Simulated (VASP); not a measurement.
# Zr7B (R-3) in VASP: settings compared

The runs below take Zr7B through single point, with r2SCAN, PBE.

All numbers are computed with VASP 6.6.1; they aren't measurements. Logs are shortened: lines on timing, memory, paths and dates and some standing lists are left out, and cuts for length are marked.

## Step 1: The cell of the first run

It takes space group R-3 (No. 148, trigonal). Conventional cell: a = 8.658 Å, b = 8.658 Å, c = 8.052 Å, α = 90.00°, β = 90.00°, γ = 120.00°. Within 3.4 Å of Zr (site symmetry 1) lie 1 B at 2.34 Å and 12 Zr at 3.21 to 3.37 Å. Zr (site symmetry -3) has 12 Zr at 3.22 to 3.30 Å and 2 B at 4.03 Å within 4.2 Å. B (site symmetry -3) has 6 Zr at 2.34 Å within 3.1 Å.

## Step 2: Single point, r2SCAN

POSCAR reads:

```
Zr7B
1.0
    4.3287794756      2.4992219955      2.6841531484
   -4.3287794756      2.4992219955      2.6841531484
    0.0000000000     -4.9984439910      2.6841531484
Zr B
7 1
Direct
    0.7783306284      0.6433245783      0.0766832312
    0.0766832312      0.7783306284      0.6433245783
    0.3566754217      0.9233167688      0.2216693716
    0.9233167688      0.2216693716      0.3566754217
    0.2216693716      0.3566754217      0.9233167688
    0.6433245783      0.0766832312      0.7783306284
    0.5000000000      0.5000000000      0.5000000000
    0.0000000000      0.0000000000      0.0000000000
```

INCAR.step1 reads:

```
SYSTEM = Zr7B
ALGO = Normal ; EDIFF = 1E-5
ENCUT = 550 ; GGA = PE
GGA_COMPAT = .FALSE. ; ISMEAR = 0
LASPH = .TRUE. ; LCHARG = .FALSE.
LREAL = .FALSE. ; LWAVE = .TRUE.
NBANDS = 54 ; NELM = 120
PREC = Accurate ; SIGMA = 0.1
```

INCAR.step2 reads:

```
SYSTEM = Zr7B
ALGO = Normal ; EDIFF = 1E-6
ENCUT = 550 ; GGA_COMPAT = .FALSE.
ISIF = 2 ; ISMEAR = 0
ISTART = 1 ; LASPH = .TRUE.
LCHARG = .FALSE. ; LMIXTAU = .TRUE.
LREAL = .FALSE. ; LWAVE = .FALSE.
METAGGA = R2SCAN ; NBANDS = 54
NELM = 120 ; PREC = Accurate
SIGMA = 0.1
```

KPOINTS reads:

```
k-points
0
G
  6 6 6
  0 0 0
```

Potentials or basis: VASP PAW PBE potentials, release 64 (Zr_sv, B).

Started as:

```
$ cat potpaw_PBE.64/Zr_sv/POTCAR potpaw_PBE.64/B/POTCAR > POTCAR
$ cp INCAR.step1 INCAR
$ mpirun -np 1 vasp_std > vasp.out
$ cp INCAR.step2 INCAR
$ mpirun -np 1 vasp_std > vasp.out
```

OUTCAR:

```text
SYSTEM = Zr7B
   EDIFF = 1E-6
   ENCUT = 550
   ISIF = 2
   ISMEAR = 0
   ISTART = 1
   LASPH = .TRUE.
   LREAL = .FALSE.
   METAGGA = R2SCAN
   NELM = 120
   PREC = Accurate

 ion  position               nearest neighbor table
   1  0.778  0.643  0.077-   8 2.34   5 3.21   7 3.22   4 3.22   3 3.22   2 3.28   6 3.28   7 3.30
                             3 3.31   4 3.31   2 3.33   6 3.33   5 3.37
   2  0.077  0.778  0.643-   8 2.34   4 3.21   7 3.22   3 3.22   5 3.22   1 3.28   6 3.28   7 3.30
                             3 3.31   5 3.31   1 3.33   6 3.33   4 3.37
   3  0.357  0.923  0.222-   8 2.34   6 3.21   7 3.22   2 3.22   1 3.22   4 3.28   5 3.28   7 3.30
                             2 3.31   1 3.31   5 3.33   4 3.33   6 3.37
   4  0.923  0.222  0.357-   8 2.34   2 3.21   7 3.22   6 3.22   1 3.22   5 3.28   3 3.28   7 3.30
                             6 3.31   1 3.31   5 3.33   3 3.33   2 3.37
   5  0.222  0.357  0.923-   8 2.34   1 3.21   7 3.22   2 3.22   6 3.22   4 3.28   3 3.28   7 3.30
                             6 3.31   2 3.31   4 3.33   3 3.33   1 3.37
   6  0.643  0.077  0.778-   8 2.34   3 3.21   7 3.22   4 3.22   5 3.22   2 3.28   1 3.28   7 3.30
                             4 3.31   5 3.31   1 3.33   2 3.33   3 3.37
   7  0.500  0.500  0.500-   1 3.22   5 3.22   3 3.22   6 3.22   2 3.22   4 3.22   1 3.30   5 3.30
                             2 3.30   4 3.30   3 3.30   6 3.30
   8  0.000  0.000  0.000-   1 2.34   5 2.34   4 2.34   2 2.34   3 2.34   6 2.34

  LATTYP: Found a trigonal (rhomboedric) cell.
 ALAT       =     5.6735456687
 COS(alpha) =    -0.1642649121

  Lattice vectors:

 A1 = (   4.3287794756,   2.4992219955,   2.6841531484)
 A2 = (  -4.3287794756,   2.4992219955,   2.6841531484)
 A3 = (   0.0000000000,  -4.9984439910,   2.6841531484)

Analysis of symmetry for initial positions (statically):
=====================================================================
 Subroutine PRICEL returns:
 Original cell was already a primitive cell.

 Routine SETGRP: Setting up the symmetry group for a
 trigonal (rhombohedral) supercell.

 Subroutine GETGRP returns: Found  6 space group operations
 (whereof  6 operations were pure point group operations)
 out of a pool of 12 trial point group operations.

The static configuration has the point symmetry S_6 .

Analysis of symmetry for dynamics (positions and initial velocities):
=====================================================================
 Subroutine PRICEL returns:
 Original cell was already a primitive cell.

 Routine SETGRP: Setting up the symmetry group for a
 trigonal (rhombohedral) supercell.

 Subroutine GETGRP returns: Found  6 space group operations
 (whereof  6 operations were pure point group operations)
 out of a pool of 12 trial point group operations.

The dynamic configuration has the point symmetry S_6 .

 Subroutine INISYM returns: Found  6 space group operations
 (whereof  6 operations are pure point group operations),
 and found     1 'primitive' translations

----------------------------------------------------------------------------------------

                                     Primitive cell

  volume of cell :     174.2324

  direct lattice vectors                    reciprocal lattice vectors
     4.328779476  2.499221996  2.684153148     0.115506000  0.066687420  0.124185661
    -4.328779476  2.499221996  2.684153148    -0.115506000  0.066687420  0.124185661
     0.000000000 -4.998443991  2.684153148     0.000000000 -0.133374840  0.124185661

  length of vectors
     5.673545669  5.673545669  5.673545669     0.182238652  0.182238652  0.182238652

  position of ions in fractional coordinates (direct lattice)
     0.778330628  0.643324578  0.076683231
     0.076683231  0.778330628  0.643324578
     0.356675422  0.923316769  0.221669372
     0.923316769  0.221669372  0.356675422
     0.221669372  0.356675422  0.923316769
     0.643324578  0.076683231  0.778330628
     0.500000000  0.500000000  0.500000000
     0.000000000  0.000000000  0.000000000

  ion indices of the primitive-cell ions
   primitive index   ion index
                 1           1
                 2           2
                 3           3
                 4           4
                 5           5
                 6           6
                 7           7
                 8           8

----------------------------------------------------------------------------------------

 KPOINTS: k-points

Automatic generation of k-mesh.
 Grid dimensions read from file:
 generate k-points for:    6    6    6

 Generating k-lattice:

  Cartesian coordinates                     Fractional coordinates (reciprocal lattice)
     0.019251000  0.011114570  0.020697610     0.166666667  0.000000000  0.000000000
    -0.019251000  0.011114570  0.020697610     0.000000000  0.166666667  0.000000000
     0.000000000 -0.022229140  0.020697610     0.000000000  0.000000000  0.166666667

  Length of vectors
     0.030373109  0.030373109  0.030373109

  Shift w.r.t. Gamma in fractional coordinates (k-lattice)
     0.000000000  0.000000000  0.000000000

 Subroutine IBZKPT returns following result:
 ===========================================

 Found     40 irreducible k-points:

 Following reciprocal coordinates:
            Coordinates               Weight
  0.000000  0.000000  0.000000      1.000000
  0.166667 -0.000000 -0.000000      6.000000
  0.333333 -0.000000 -0.000000      6.000000
  0.500000 -0.000000 -0.000000      3.000000
  0.166667  0.166667 -0.000000      6.000000
  0.333333  0.166667 -0.000000      6.000000
[... 16 lines left out ...]
  0.333333  0.333333  0.166667      6.000000
  0.500000  0.333333  0.166667      6.000000
 [... further k-points ...]
   k-points           NKPTS =     40   k-points in BZ     NKDIM =     40   number of bands    NBANDS=     54
   number of dos      NEDOS =    301   number of ions     NIONS =      8
   total plane-waves  NPLWV = 110592
   dimension x,y,z NGX =    48 NGY =   48 NGZ =   48
   dimension x,y,z NGXF=    96 NGYF=   96 NGZF=   96
   ions per type =               7   1
   NGX,Y,Z   is equivalent  to a cutoff of  14.06, 14.06, 14.06 a.u.
   NGXF,Y,Z  is equivalent  to a cutoff of  28.13, 28.13, 28.13 a.u.
 SYSTEM =  Zr7B
   PREC   = accura    normal or accurate (medium, high low for compatibility)
   ISTART =      1    job   : 0-new  1-cont  2-samecut
   ICHARG =      0    charge: 1-file 2-atom 10-const
   ISPIN  =      1    spin polarized calculation?
   LNONCOLLINEAR =      F non collinear calculations
   LSORBIT =      F    spin-orbit coupling
   LASPH  =      T    aspherical Exc in radial PAW
   ENCUT  =  550.0 eV  40.42 Ry    6.36 a.u.  10.85 10.85 10.85*2*pi/ulx,y,z
   NELM   =    120;   NELMIN=  2; NELMDL=  0     # of ELM steps
   EDIFF  = 0.1E-05   stopping-criterion for ELM
   LREAL  =      F    real-space projection
[... 7 lines left out ...]
   TEBEG  =    0.0;   TEEND  =   0.0 temperature during run
   PSTRESS=    0.0 pullay stress
   NELECT =      87.0000    total number of electrons
   NUPDOWN=      -1.0000    fix difference up-down
   EMIN   =  10.00;   EMAX   =-10.00  energy-range for DOS
   EFERMI =   0.00;   METHOD = LEGACY
   ISMEAR =     0;   SIGMA  =   0.10  broadening in eV -4-tet -1-fermi 0-gaus
   EFERMI_NEDOS =   21; number of points for ismear=-14 and -15
   IALGO  =     38    algorithm
   IMIX   =      4    mixing-type and parameters
     AMIX     =   0.40;   BMIX     =  1.00
     AMIX_MAG =   1.60;   BMIX_MAG =  1.00
  volume/ion in A,a.u.               =      21.78       146.97
  Fermi-wavevector in a.u.,A,eV,Ry     =   1.298788  2.454354 22.950995  1.686851
  Thomas-Fermi vector in A             =   2.430094
   LORBIT       =      0    0 simple, 1 ext, 2 COOP (PROOUT), +10 PAW based schemes
   METAGGA = R2SCAN    functional components
   LHFCALC =     F    Hartree Fock is set to
   AEXX    =    0.0000 exact exchange contribution
   IVDW    =     0    specifies the selected vdW correction
   LEPSILON=     F    determine dielectric tensor
   LRPA    =     F    only Hartree local field effects (RPA)
 non-spin polarized calculation
 Gauss-broadening in eV      SIGMA  =   0.10
  energy-cutoff  :      550.00
  volume of cell :      174.23
 maximum number of plane-waves:      5143
 NGX is ok and might be reduce to    48
   NGX = 21   NGY = 21   NGZ = 21

 number of electron      87.0000000 magnetization

 Free energy of the ion-electron system (eV)
  ---------------------------------------------------
  ext. energy  EPLUGINS =         0.00000000
  ---------------------------------------------------
  free energy    TOTEN  =      -166.87903635 eV

  energy without entropy =     -166.82117984  energy(sigma->0) =     -166.85010809

 E-fermi :   8.3588     XC(G=0): -11.8515

 val. band max:        8.3523235870   @ k =   0.3333   0.3333   0.1667
 cond. band min:       8.3589212526   @ k =   0.5000  -0.0000  -0.1667
 fundamental gap:      0.0065976656
 Fermi energy:         8.3587800735

 k-point     1 :       0.0000    0.0000    0.0000
  band No.  band energies     occupation
      1     -41.9586      2.00000
      2     -41.8559      2.00000
      3     -41.8021      2.00000
      4     -41.8021      2.00000
      5     -41.7988      2.00000
      6     -41.7988      2.00000
[... 46 lines left out ...]
     53      10.6986      0.00000
     54      10.7866      0.00000

 k-point     2 :       0.1667   -0.0000   -0.0000
  band No.  band energies     occupation
      1     -41.9523      2.00000
      2     -41.8579      2.00000
      3     -41.8161      2.00000
      4     -41.8064      2.00000
      5     -41.7962      2.00000
      6     -41.7917      2.00000
[... 46 lines left out ...]
     53      10.4090      0.00000
     54      10.7528      0.00000
[... 1195 lines left out ...]
     53      10.3154      0.00000
     54      10.9283      0.00000

 k-point    24 :       0.5000    0.3333    0.1667
  band No.  band energies     occupation
      1     -41.9120      2.00000
      2     -41.8569      2.00000
      3     -41.8342      2.00000
      4     -41.8194      2.00000
      5     -41.8097      2.00000
      6     -41.7963      2.00000
[... 46 lines left out ...]
     53      10.5442      0.00000
     54      10.5928      0.00000

 [... further k-points ...]

------------------------ aborting loop because EDIFF is reached ----------------------------------------

  FORCE on cell =-STRESS in cart. coord.  units (eV):
  Direction    XX          YY          ZZ          XY          YZ          ZX
  --------------------------------------------------------------------------------------
  -------------------------------------------------------------------------------------
  Total        0.8022588      0.8022588      0.5681739     -0.0000002      0.0000000      0.0000000
  in kB        7.3772798      7.3772798      5.2247197     -0.0000018      0.0000000      0.0000000
  external PRESSURE =       6.6597597 kB  Pullay stress =       0.0000000 kB

 VOLUME and BASIS-vectors are now :
 -----------------------------------------------------------------------------
  energy-cutoff  :      550.00
  volume of cell :      174.23
      direct lattice vectors                 reciprocal lattice vectors
     4.328779476  2.499221996  2.684153148     0.115506000  0.066687420  0.124185661
    -4.328779476  2.499221996  2.684153148    -0.115506000  0.066687420  0.124185661
     0.000000000 -4.998443991  2.684153148     0.000000000 -0.133374840  0.124185661

 POSITION                                       TOTAL-FORCE (eV/Angst)
 -----------------------------------------------------------------------------------
      0.58441      3.16974      4.02177        -0.018509     -0.010035     -0.003757
     -3.03728     -1.07875      4.02177         0.017945     -0.011012     -0.003757
     -2.45287      2.09098      4.03069        -0.000564     -0.021047      0.003757
      3.03728      1.07875      4.03069        -0.017945      0.011012      0.003757
     -0.58441     -3.16974      4.03069         0.018509      0.010035      0.003757
      2.45287     -2.09098      4.02177         0.000564      0.021047     -0.003757
      0.00000      0.00000      4.02623        -0.000000     -0.000000      0.000000
      0.00000      0.00000      0.00000        -0.000000     -0.000000      0.000000
 -----------------------------------------------------------------------------------
    total drift:                                0.000000      0.000000     -0.000000

  FREE ENERGIE OF THE ION-ELECTRON SYSTEM (eV)
  ---------------------------------------------------
  free  energy   TOTEN  =      -166.8790363478 eV

  energy  without entropy=     -166.8211798385  energy(sigma->0) =     -166.85010809
```

Wall time 48 min (1 thread of Intel Xeon 8259CL, shared host); peak memory 0.55 GiB.

Results:

| Quantity | Value |
| --- | --- |
| Free energy | -166.8790 eV |
| Pressure | 0.7 GPa |
| Largest force | 0.021 eV/Å |
| Band gap on the k mesh | zero (an odd number of electrons rules out a gap without spin polarisation) |

Forces on the atoms (eV/Å):
```
Zr  -0.019 -0.010 -0.004
Zr   0.018 -0.011 -0.004
Zr  -0.001 -0.021  0.004
Zr  -0.018  0.011  0.004
Zr   0.019  0.010  0.004
Zr   0.001  0.021 -0.004
Zr   0.000  0.000  0.000
B    0.000  0.000  0.000
```

Levels at points of the mesh, in eV from the Fermi level:
```csv
k point,band 41,band 42,band 43,band 44,band 45,band 46,band 47,band 48
"(0.00, 0.00, 0.00)",-0.88,-0.53,-0.07,-0.07,0.11,0.11,0.17,1.17
"(0.50, 0.00, 0.00)",-0.51,-0.12,0.07,0.10,0.32,0.44,0.53,1.00
"(0.50, 0.50, 0.00)",-0.62,-0.43,-0.37,0.10,0.25,0.37,0.63,0.78
"(0.50, 0.50, 0.50)",-0.97,-0.90,-0.90,-0.39,0.31,0.73,0.73,0.91
```

Caveat: the PAW data sets were made with another functional, which shifts forces and pressure a little.

## Step 3: Single point, PBE (with an interstitial atom)

INCAR reads:

```
PREC = Accurate
ENCUT = 520
EDIFF = 1E-7
ISMEAR = 0
SIGMA = 0.1
LREAL = F
LASPH = T
NELM = 80
ALGO = Fast
ISIF = 2
LWAVE = F
LCHARG = T
GGA = PE
LELF = T
LVHAR = T
NBANDS = 54
```

KPOINTS reads:

```
regular mesh
0
Gamma
  6 6 6
```

POSCAR is that of step 2.

Potentials or basis: VASP PAW PBE potentials, release 64 (Zr_sv, B).

Started as:

```
$ cat potpaw_PBE.64/Zr_sv/POTCAR potpaw_PBE.64/B/POTCAR > POTCAR
$ mpirun -np 1 vasp_std > vasp.out
```

Run time: 7.8 min. Hardware: 1 thread of Intel Xeon 6975P-C (Granite Rapids), shared host; peak memory 0.42 GiB.

It converged, with:

```yaml
Free_energy: -66.6090 eV
Pressure: 0.0 GPa
Largest_force: 0.004 eV/Å
Band_gap_on_the_k_mesh: zero (an odd number of electrons rules out a gap without spin polarisation)
```

Forces on the atoms (eV/Å):
```
Zr   0.001 -0.004 -0.002
Zr   0.003  0.002 -0.002
Zr   0.003 -0.001  0.002
Zr  -0.003 -0.002  0.002
Zr  -0.001  0.004  0.002
Zr  -0.003  0.001 -0.002
Zr   0.000  0.000  0.000
B    0.000  0.000  0.000
```

Levels at points of the mesh, in eV from the Fermi level:
```csv
k point,band 40,band 41,band 42,band 43,band 44,band 45,band 46,band 47,band 48,band 49
"(0.00, 0.00, 0.00)",-0.83,-0.83,-0.46,-0.05,-0.05,0.09,0.09,0.11,1.00,1.09
"(0.50, 0.00, 0.00)",-0.94,-0.44,-0.17,0.03,0.09,0.23,0.45,0.62,0.85,1.06
"(0.50, 0.50, 0.00)",-0.64,-0.55,-0.42,-0.36,0.05,0.23,0.34,0.52,0.68,0.86
"(0.50, 0.50, 0.50)",-0.97,-0.97,-0.86,-0.86,-0.39,0.40,0.62,0.62,0.86,0.90
```

Caveat: the cell differs from its parent crystal (with an interstitial atom).
